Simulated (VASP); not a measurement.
# BaMgTeS (Cmcm) in VASP: single point with PBE

Aim: the single point of BaMgTeS with PBE.

Everything below comes from runs of VASP 6.6.1. Logs are shortened: lines on timing, memory, paths and dates and some standing lists are left out, and cuts for length are marked.

### Step 1. The cell of the first run

The structure is orthorhombic, space group Cmcm (No. 63). The conventional cell has a = 4.413 Å, b = 14.317 Å, c = 6.814 Å, α = 90.00°, β = 90.00°, γ = 90.00°. Ba (site symmetry m2m) has 4 Te at 3.19 Å and 5 S at 3.59 to 4.32 Å and 7 Mg at 3.68 to 4.21 Å and 4 Ba at 4.41 to 4.60 Å within 4.6 Å. Within 2.9 Å of Mg (site symmetry m2m) lie 2 Te at 2.20 Å and 2 S at 2.60 Å. S (site symmetry m2m) has 2 Mg at 2.60 Å within 3.4 Å. Te (site symmetry 2/m) has 2 Mg at 2.20 Å within 2.9 Å.

### Step 2. Single point, PBE

Contents of INCAR:

```
PREC = Accurate
ENCUT = 600
EDIFF = 1E-6
ISMEAR = -1
SIGMA = 0.1
LREAL = False
LASPH = True
NELM = 120
ALGO = Normal
ISIF = 2
LWAVE = False
LCHARG = False
GGA = PE
NBANDS = 34
GGA_COMPAT = False
```

Contents of KPOINTS:

```
Automatic mesh
0
Gamma
  6 6 4
```

Contents of POSCAR:

```
BaMgTeS
1.0
    4.4126620000      0.0000000000      0.0000000000
    2.2063310000     -7.1582830000      0.0000000000
    0.0000000000      0.0000000000     -6.8135140000
Ba Mg S Te
2 2 2 2
Direct
    0.3920500000      0.2159000000      0.7500000000
    0.6079500000      0.7841000000      0.2500000000
    0.0977800000      0.8044400000      0.7500000000
    0.9022200000      0.1955600000      0.2500000000
    0.6939400000      0.6121200000      0.7500000000
    0.3060600000      0.3878800000      0.2500000000
    0.0000000000      0.0000000000      0.0000000000
    0.0000000000      0.0000000000      0.5000000000
```

Potentials or basis: VASP PAW PBE potentials, release 64 (Ba_sv, Mg, S, Te).

The run is started by

```sh
$ cat potpaw_PBE.64/Ba_sv/POTCAR potpaw_PBE.64/Mg/POTCAR potpaw_PBE.64/S/POTCAR potpaw_PBE.64/Te/POTCAR > POTCAR
$ mpirun -np 1 vasp_std > vasp.out
```

OUTCAR:

```text
PREC = Accurate
   ENCUT = 600
   EDIFF = 1E-6
   ISMEAR = -1
   LREAL = False
   LASPH = True
   NELM = 120
   ISIF = 2
   GGA = PE

 ion  position               nearest neighbor table
   1  0.392  0.216  0.750-   7 3.19   8 3.19   7 3.19   8 3.19   5 3.59   5 3.59   6 3.62   6 3.62
                             3 3.68   3 3.68   4 4.06   4 4.06   4 4.06   4 4.06   2 4.60   2 4.60
   2  0.608  0.784  0.250-   7 3.19   8 3.19   7 3.19   8 3.19   6 3.59   6 3.59   5 3.62   5 3.62
                             4 3.68   4 3.68   3 4.06   3 4.06   3 4.06   3 4.06   1 4.60   1 4.60
   3  0.098  0.804  0.750-   7 2.20   8 2.20   5 2.60   5 2.60   1 3.68   1 3.68   2 4.06   2 4.06
                             2 4.06   2 4.06
   4  0.902  0.196  0.250-   7 2.20   8 2.20   6 2.60   6 2.60   2 3.68   2 3.68   1 4.06   1 4.06
                             1 4.06   1 4.06
   5  0.694  0.612  0.750-   3 2.60   3 2.60   1 3.59   1 3.59   2 3.62   2 3.62
   6  0.306  0.388  0.250-   4 2.60   4 2.60   2 3.59   2 3.59   1 3.62   1 3.62
   7  0.000  0.000  0.000-   3 2.20   4 2.20   1 3.19   2 3.19   2 3.19   1 3.19   8 3.41   8 3.41

   8  0.000  0.000  0.500-   3 2.20   4 2.20   1 3.19   2 3.19   2 3.19   1 3.19   7 3.41   7 3.41

  LATTYP: Found a base centered orthorhombic cell.
 ALAT       =     4.4126620000
 B/A-ratio  =     3.2444284199
 C/A-ratio  =     1.5440824609

  Lattice vectors:

 A1 = (   2.2063310000,   7.1582830000,   0.0000000000)
 A2 = (   2.2063310000,  -7.1582830000,   0.0000000000)
 A3 = (   0.0000000000,   0.0000000000,  -6.8135140000)

Analysis of symmetry for initial positions (statically):
=====================================================================
 Subroutine PRICEL returns:
 Original cell was already a primitive cell.

 Routine SETGRP: Setting up the symmetry group for a
 base centered orthorhombic supercell.

 Subroutine GETGRP returns: Found  8 space group operations
 (whereof  4 operations were pure point group operations)
 out of a pool of  8 trial point group operations.

The static configuration has the point symmetry C_2h.
 The point group associated with its full space group is D_2h.

Analysis of symmetry for dynamics (positions and initial velocities):
=====================================================================
 Subroutine PRICEL returns:
 Original cell was already a primitive cell.

 Routine SETGRP: Setting up the symmetry group for a
 base centered orthorhombic supercell.

 Subroutine GETGRP returns: Found  8 space group operations
[... 122 lines left out ...]
   ISIF   =      2    stress and relaxation
   ISYM   =      2    0-nonsym 1-usesym 2-fastsym
   POTIM  = 0.5000    time-step for ionic-motion
   TEBEG  =    0.0;   TEEND  =   0.0 temperature during run
   PSTRESS=    0.0 pullay stress
   NELECT =      48.0000    total number of electrons
   NUPDOWN=      -1.0000    fix difference up-down
   EMIN   =  10.00;   EMAX   =-10.00  energy-range for DOS
   EFERMI =   0.00;   METHOD = LEGACY
   ISMEAR =    -1;   SIGMA  =   0.10  broadening in eV -4-tet -1-fermi 0-gaus
   EFERMI_NEDOS =   21; number of points for ismear=-14 and -15
   IALGO  =     38    algorithm
   IMIX   =      4    mixing-type and parameters
     AMIX     =   0.40;   BMIX     =  1.00
     AMIX_MAG =   1.60;   BMIX_MAG =  1.00
  volume/ion in A,a.u.               =      26.90       181.55
  Fermi-wavevector in a.u.,A,eV,Ry     =   0.992800  1.876120 13.410602  0.985651
  Thomas-Fermi vector in A             =   2.124637
   LORBIT       =      0    0 simple, 1 ext, 2 COOP (PROOUT), +10 PAW based schemes
   GGA     = PE    functional components
   LHFCALC =     F    Hartree Fock is set to
   AEXX    =    0.0000 exact exchange contribution
   IVDW    =     0    specifies the selected vdW correction
   LEPSILON=     F    determine dielectric tensor
   LRPA    =     F    only Hartree local field effects (RPA)
 non-spin polarized calculation
  energy-cutoff  :      600.00
  volume of cell :      215.22
 maximum number of plane-waves:      7218
   NGX = 17   NGY = 29   NGZ = 27

 number of electron      48.0000000 magnetization

 Free energy of the ion-electron system (eV)
  ---------------------------------------------------
  ext. energy  EPLUGINS =         0.00000000
  ---------------------------------------------------
  free energy    TOTEN  =       -25.15141914 eV

  energy without entropy =      -25.15029060  energy(sigma->0) =      -25.15085487

 E-fermi :   4.5991     XC(G=0):  -9.0646

 val. band max:        4.1575628138   @ k =   0.0000   0.0000   0.0000
 cond. band min:       4.8990019299   @ k =   0.0000   0.5000   0.0000
 fundamental gap:      0.7414391161
 Fermi energy:         4.5990677627

 k-point     1 :       0.0000    0.0000    0.0000
  band No.  band energies     occupation
      1     -23.4085      2.00000
      2     -23.3892      2.00000
      3      -9.5635      2.00000
      4      -9.2953      2.00000
      5      -8.7419      2.00000
      6      -8.7397      2.00000
[... 877 lines left out ...]
     33       9.2508      0.00000
     34       9.4663      0.00000

 [... further k-points ...]

------------------------ aborting loop because EDIFF is reached ----------------------------------------

  FORCE on cell =-STRESS in cart. coord.  units (eV):
  Direction    XX          YY          ZZ          XY          YZ          ZX
  --------------------------------------------------------------------------------------
  -------------------------------------------------------------------------------------
  Total        8.3381386     25.5486900     47.0578108      0.0000000      0.0000000      0.0000000
  in kB       62.0724680    190.1947569    350.3173300      0.0000000      0.0000000      0.0000000
  external PRESSURE =     200.8615183 kB  Pullay stress =       0.0000000 kB

 VOLUME and BASIS-vectors are now :
 -----------------------------------------------------------------------------
  energy-cutoff  :      600.00
  volume of cell :      215.22
      direct lattice vectors                 reciprocal lattice vectors
     4.412662000  0.000000000  0.000000000     0.226620575  0.069849152  0.000000000
     2.206331000 -7.158283000  0.000000000     0.000000000 -0.139698305  0.000000000
     0.000000000  0.000000000 -6.813514000     0.000000000  0.000000000 -0.146767145

 POSITION                                       TOTAL-FORCE (eV/Angst)
 -----------------------------------------------------------------------------------
      2.20633     -1.54547     -5.11014         0.000000     -2.989947     -0.000000
      4.41266     -5.61281     -1.70338        -0.000000      2.989947     -0.000000
      2.20633     -5.75841     -5.11014         0.000000      8.981064     -0.000000
      4.41266     -1.39987     -1.70338        -0.000000     -8.981064     -0.000000
      4.41266     -4.38173     -5.11014        -0.000000     -0.206927      0.000000
      2.20633     -2.77655     -1.70338         0.000000      0.206927     -0.000000
      0.00000      0.00000      0.00000         0.000000      0.000000     -0.000000
      0.00000      0.00000     -3.40676         0.000000      0.000000     -0.000000
 -----------------------------------------------------------------------------------
    total drift:                                0.000000     -0.000000      0.000000

  FREE ENERGIE OF THE ION-ELECTRON SYSTEM (eV)
  ---------------------------------------------------
  free  energy   TOTEN  =       -25.1514191440 eV

  energy  without entropy=      -25.1502906024  energy(sigma->0) =      -25.15085487
```

Run time: 7.8 min. Hardware: 1 thread of Intel Xeon 8259CL, shared host; peak memory 0.57 GiB.

What came out:

```
Free energy            : -25.1514 eV
Pressure               : 20.1 GPa
Largest force          : 8.981 eV/Å
Band gap on the k mesh : 0.74 eV (least direct gap 0.83 eV)
```

Forces on the atoms (eV/Å):
```
Ba   0.000 -2.990  0.000
Ba   0.000  2.990  0.000
Mg   0.000  8.981  0.000
Mg   0.000 -8.981  0.000
S    0.000 -0.207  0.000
S    0.000  0.207  0.000
Te   0.000  0.000  0.000
Te   0.000  0.000  0.000
```

Caveat: the cell stands under pressure; spin-orbit coupling is left out, which moves the levels of the heavy elements; forces of over 1 eV/Å act on the atoms, so gaps and moduli don't describe the material at rest. A k mesh can miss the band edges.
